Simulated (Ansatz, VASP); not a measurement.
**YNbSe3: VASP beside Ansatz**

File INCAR:

```
PREC     = Accurate       # precision mode
ENCUT    = 520            # plane-wave cutoff, eV
EDIFF    = 1E-6           # SCF threshold, eV
ISMEAR   = 0              # smearing method
SIGMA    = 0.1            # smearing width, eV
LREAL    = F              # projectors in reciprocal space
LASPH    = T              # aspherical terms in the spheres
NELM     = 150            # most SCF steps
ALGO     = Normal         # electronic algorithm
ISIF     = 2              # what is computed and relaxed
LWAVE    = F              # write WAVECAR
LCHARG   = F              # write CHGCAR
ISPIN    = 2              # spin polarisation
MAGMOM   = 0.01 2.92 -0.21 -0.21 -0.21 # initial moments
LORBIT   = 11             # projections on sites
LMAXMIX  = 4              # l up to which the mixer works
GGA      = PE             # functional
NBANDS   = 33             # bands
```

KPOINTS

```
regular mesh
0
Gamma
  4 4 4
```

The input POSCAR:

```
YNbSe3
1.0
    5.0799223800      0.0000000000      0.0000000000
    0.0000000000      5.0799223800      0.0000000000
    0.0000000000      0.0000000000      5.0799223800
Y Nb Se
1 1 3
Direct
    0.0000000000      0.0000000000      0.0000000000
    0.5000000000      0.5000000000      0.5000000000
    0.5000000000      0.0000000000      0.0000000000
    0.0000000000      0.5000000000      0.0000000000
    0.0000000000      0.0000000000      0.5000000000
```

Input for Ansatz:

```yaml
crystal:
  lattice:
    - [5.07992238, 0.0, 0.0]
    - [0.0, 5.07992238, 0.0]
    - [0.0, 0.0, 5.07992238]
  atoms:
    - { symbol: "Y", position: [0.0, 0.0, 0.0] }
    - { symbol: Nb, position: [0.5, 0.5, 0.5] }
    - { symbol: Se, position: [0.5, 0.0, 0.0] }
    - { symbol: Se, position: [0.0, 0.5, 0.0] }
    - { symbol: Se, position: [0.0, 0.0, 0.5] }
basis:
  ecutwfc: 420
kpoints:
  mp_grid: { grid: [4, 4, 4] }
hamiltonian:
  xc: pbe
scf:
  occupations: { method: gaussian, width: 0.1 }
  lower_state_search: "off"
output:
  forces: true
  stress: true
  eigenvalues: true
  populations: true
magnetization:
  spin_polarized: true
```

Alike in both runs: task single point; functional PBE; k mesh 4 × 4 × 4; occupations gaussian, width 0.1 eV; collinear spin.

```csv
,VASP,Ansatz
version,VASP 6.6.1,Ansatz 0.2.0
potentials or method,"VASP PAW PBE potentials, release 64 (Y_sv, Nb_sv, Se), cutoff 520 eV","scalar-relativistic, plane waves, PAW"
valence electrons in the cell,42,72
```

```tsv
	VASP	Ansatz	Ansatz less VASP
gap on the k mesh at the Fermi level (eV)	none	none	-
pressure (GPa)	9.7	9.7	+0.04
net moment per atom (μB)	0.44	0.44	-0.001
size of the moment on the site where the two differ most (μB)	2.22	2.65	+0.429
```

Site moments also hang on the region over which each program counts them. A gap of «none» marks a metal or a gap that the smearing closes. VASP's potentials hold 42 valence electrons a cell and Ansatz's 72, so a difference there can come from the potentials and not from the codes. Ansatz's warnings: no starting moments.
